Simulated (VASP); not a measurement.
# Sr4Ir (Pm-3m) in VASP: notebook, part 2 of 2

VASP 6.6.1. Earlier steps stand in the parts before.

### Step 3. Single point, PBE

This run uses another cell than the first one, of 52.54 Å³/atom.

INCAR reads:

```
SYSTEM = Sr4Ir
PREC     = Accurate       ! precision mode
ENCUT    = 520            ! plane-wave cutoff, eV
EDIFF    = 1E-7           ! SCF threshold, eV
ISMEAR   = 0              ! smearing method
SIGMA    = 0.1            ! smearing width, eV
LREAL    = .False.        ! projectors in reciprocal space
LASPH    = .True.         ! aspherical terms in the spheres
NELM     = 60             ! most SCF steps
ALGO     = Fast           ! electronic algorithm
ISIF     = 2              ! what is computed and relaxed
LWAVE    = .False.        ! write WAVECAR
LCHARG   = .False.        ! write CHGCAR
GGA      = PE             ! functional
NBANDS   = 32             ! bands
```

KPOINTS reads:

```
Automatic mesh
0
Gamma
  4 4 4
  0 0 0
```

POSCAR reads:

```
Sr4Ir
1.0
    6.4043778700      0.0000000000      0.0000000000
    0.0000000000      6.4043778700      0.0000000000
    0.0000000000      0.0000000000      6.4043778700
Sr Ir
4 1
Direct
    0.0000000000      0.5000000000      0.5000000000
    0.5000000000      0.0000000000      0.5000000000
    0.5000000000      0.5000000000      0.0000000000
    0.0000000000      0.0000000000      0.0000000000
    0.5000000000      0.5000000000      0.5000000000
```

Potentials or basis: VASP PAW PBE potentials, release 64 (Sr_sv, Ir).

Launch:

```
> cat potpaw_PBE.64/Sr_sv/POTCAR potpaw_PBE.64/Ir/POTCAR > POTCAR
> mpirun -np 1 vasp_std > vasp.out
```

OUTCAR:

```text
SYSTEM = Sr4Ir
   PREC = Accurate
   ENCUT = 520
   EDIFF = 1E-7
   ISMEAR = 0
   LREAL = .False.
   LASPH = .True.
   NELM = 60
   ISIF = 2
   GGA = PE

 ion  position               nearest neighbor table
   1  0.000  0.500  0.500-   5 3.20   5 3.20   4 4.53   2 4.53   3 4.53   4 4.53   2 4.53   4 4.53
                             4 4.53   2 4.53   3 4.53   3 4.53   3 4.53   2 4.53
   2  0.500  0.000  0.500-   5 3.20   5 3.20   4 4.53   1 4.53   3 4.53   4 4.53   1 4.53   3 4.53
                             3 4.53   3 4.53   1 4.53   4 4.53   4 4.53   1 4.53
   3  0.500  0.500  0.000-   5 3.20   5 3.20   4 4.53   1 4.53   1 4.53   2 4.53   2 4.53   2 4.53
                             4 4.53   2 4.53   1 4.53   4 4.53   1 4.53   4 4.53
   4  0.000  0.000  0.000-   1 4.53   2 4.53   3 4.53   1 4.53   2 4.53   1 4.53   3 4.53   1 4.53
                             2 4.53   3 4.53   2 4.53   3 4.53
   5  0.500  0.500  0.500-   1 3.20   2 3.20   3 3.20   3 3.20   2 3.20   1 3.20

  LATTYP: Found a simple cubic cell.
 ALAT       =     6.4043778700

  Lattice vectors:

 A1 = (   6.4043778700,   0.0000000000,   0.0000000000)
 A2 = (   0.0000000000,   6.4043778700,   0.0000000000)
 A3 = (   0.0000000000,   0.0000000000,   6.4043778700)

Analysis of symmetry for initial positions (statically):
[... 171 lines left out ...]
 Fermi energy:         1.1678216610

 k-point     1 :       0.0000    0.0000    0.0000
  band No.  band energies     occupation
      1     -36.1813      2.00000
      2     -34.6912      2.00000
      3     -34.6850      2.00000
      4     -34.6850      2.00000
      5     -18.1237      2.00000
      6     -18.1237      2.00000
[... 339 lines left out ...]
     31       3.2755      0.00000
     32       3.2755      0.00000

------------------------ aborting loop because EDIFF is reached ----------------------------------------

  FORCE on cell =-STRESS in cart. coord.  units (eV):
  Direction    XX          YY          ZZ          XY          YZ          ZX
  --------------------------------------------------------------------------------------
  -------------------------------------------------------------------------------------
  Total       -5.2879925     -5.2879925     -5.2879925      0.0000000      0.0000000     -0.0000000
  in kB      -32.2530336    -32.2530336    -32.2530336      0.0000000      0.0000000     -0.0000000
  external PRESSURE =     -32.2530336 kB  Pullay stress =       0.0000000 kB

 VOLUME and BASIS-vectors are now :
 -----------------------------------------------------------------------------
  energy-cutoff  :      520.00
  volume of cell :      262.68
      direct lattice vectors                 reciprocal lattice vectors
     6.404377870  0.000000000  0.000000000     0.156143191  0.000000000  0.000000000
     0.000000000  6.404377870  0.000000000     0.000000000  0.156143191  0.000000000
     0.000000000  0.000000000  6.404377870     0.000000000  0.000000000  0.156143191

 POSITION                                       TOTAL-FORCE (eV/Angst)
 -----------------------------------------------------------------------------------
      0.00000      3.20219      3.20219         0.000000      0.000000      0.000000
      3.20219      0.00000      3.20219         0.000000      0.000000      0.000000
      3.20219      3.20219      0.00000         0.000000      0.000000      0.000000
      0.00000      0.00000      0.00000         0.000000      0.000000      0.000000
      3.20219      3.20219      3.20219         0.000000      0.000000      0.000000
 -----------------------------------------------------------------------------------
    total drift:                                0.000000     -0.000000     -0.000000

  FREE ENERGIE OF THE ION-ELECTRON SYSTEM (eV)
  ---------------------------------------------------
  free  energy   TOTEN  =       -15.3167015300 eV

  energy  without entropy=      -15.2895073809  energy(sigma->0) =      -15.30310446
```

OSZICAR:

```text
N       E                     dE             d eps       ncg     rms          rms(c)
DAV:   1     0.351432031127E+03    0.35143E+03   -0.20946E+04   640   0.129E+03
DAV:   2     0.173809052130E+02   -0.33405E+03   -0.31168E+03   704   0.322E+02
DAV:   3    -0.152317360307E+02   -0.32613E+02   -0.31668E+02   992   0.769E+01
[... 26 lines left out ...]
RMM:  30    -0.153167010815E+02   -0.19163E-06   -0.21704E-06   497   0.204E-03    0.151E-03
RMM:  31    -0.153167012410E+02   -0.15955E-06   -0.16482E-06   503   0.186E-03    0.126E-03
RMM:  32    -0.153167013662E+02   -0.12514E-06   -0.13782E-06   458   0.168E-03    0.110E-03
RMM:  33    -0.153167014480E+02   -0.81858E-07   -0.10061E-06   451   0.148E-03    0.797E-04
RMM:  34    -0.153167015300E+02   -0.82031E-07   -0.83347E-07   433   0.140E-03
   1 F= -.15316702E+02 E0= -.15303104E+02  d E =-.271941E-01
```

stdout:

```text
POSCAR found type information on POSCAR SrIr
 POSCAR found :  2 types and       5 ions
 scaLAPACK will be used
 LDA part: xc-table for (Slater+PW92), standard interpolation
[... 21 lines left out ...]
 num prob  num prob  num prob  num prob  num prob  num prob  num prob  num prob  num prob  num prob  num prob WARNING in EDDRMM: call to ZHEGV failed, returncode =   8  4     24
WARNING in EDDRMM: call to ZHEGV failed, returncode =   8  4     25
 num prob  num prob  num prob  num prob RMM:  33    -0.153167014480E+02   -0.81858E-07   -0.10061E-06   451   0.148E-03    0.797E-04
 num prob  num prob  num prob  num prob  num prob  num prob  num prob  num prob  num prob  num prob  num prob  num prob  num prob  num prob  num prob  num prob  num prob  num prob  num prob  num prob  num prob  num prob  num prob RMM:  34    -0.153167015300E+02   -0.82031E-07   -0.83347E-07   433   0.140E-03
```

Run time: 8 min. Hardware: 1 thread of Oxide Virtual Turin-like, shared host; peak memory 0.33 GiB.

What came out:

| Item | Value |
| --- | --- |
| Free energy | -15.3167 eV |
| Pressure | -3.2 GPa |
| Band gap on the k mesh | zero (an odd number of electrons rules out a gap without spin polarisation) |

Caveat: the cell stands under tension; spin-orbit coupling is left out, which moves the levels of the heavy elements.

### Step 4. Single point, PBE

This run uses another cell than the first one, of 43.03 Å³/atom.

INCAR reads:

```
SYSTEM = Sr4Ir
PREC = Accurate
ENCUT = 520
EDIFF = 1E-6
ISMEAR = 0
SIGMA = 0.1
LREAL = .FALSE.
LASPH = .TRUE.
NELM = 60
ALGO = Fast
ISIF = 2
LWAVE = .FALSE.
LCHARG = .FALSE.
GGA = PE
NBANDS = 32
```

KPOINTS reads:

```
regular mesh
0
G
  6 6 6
  0 0 0
```

Edit POSCAR of step 3 so:

```diff
@@ -2,5 +2,5 @@
 1.0
-    6.4043778700      0.0000000000      0.0000000000
-    0.0000000000      6.4043778700      0.0000000000
-    0.0000000000      0.0000000000      6.4043778700
+    5.9922865684      0.0000000000      0.0000000000
+    0.0000000000      5.9922865684      0.0000000000
+    0.0000000000      0.0000000000      5.9922865684
 Sr Ir
```

Launch:

```
> cat potpaw_PBE.64/Sr_sv/POTCAR potpaw_PBE.64/Ir/POTCAR > POTCAR
> mpirun -np 1 vasp_std > vasp.out
```

It took 6.9 min on 1 thread of Oxide Virtual Turin-like, shared host; peak memory 0.36 GiB.

Results (log left out):

```
Free energy            : -15.8849 eV
Pressure               : 0.0 GPa
Band gap on the k mesh : zero (an odd number of electrons rules out a gap without spin polarisation)
```

Levels at points of the mesh, in eV from the Fermi level:
```
           k point  band 21  band 22  band 23  band 24  band 25  band 26  band 27  band 28
(0.00, 0.00, 0.00)    -1.64    -1.64    -1.64    -0.23    -0.23     1.37     1.37     1.37
(0.50, 0.00, 0.00)    -1.43    -1.43    -0.85    -0.29     0.31     0.88     0.88     1.37
(0.50, 0.50, 0.00)    -1.02    -1.02    -0.99    -0.68    -0.38     1.00     1.20     1.33
(0.50, 0.50, 0.50)    -0.86    -0.83    -0.83    -0.83    -0.67    -0.67     0.85     0.85
```

Caveat: spin-orbit coupling is left out, which moves the levels of the heavy elements.

### Step 5. Overview

```tsv
cell	k mesh	gap on the mesh (eV)	pressure (GPa)
a = 5.997 Å, 5 atoms	4 × 4 × 4	none	0.1
a = 6.404 Å, 5 atoms	4 × 4 × 4	none	-3.2
a = 5.992 Å, 5 atoms	6 × 6 × 6	none	0.0
```

Alike in all rows: task single point; level PBE; potentials or basis VASP PAW PBE potentials, release 64 (Sr_sv, Ir); no spin polarisation; cutoff (eV) 520; smearing gaussian 0.1 eV.

Caveats: spin-orbit coupling is left out, which moves the levels of the heavy elements; the cell stands under tension (at least some runs).

Total energies depend on the potentials used, so only differences within one code and one set of settings carry meaning.
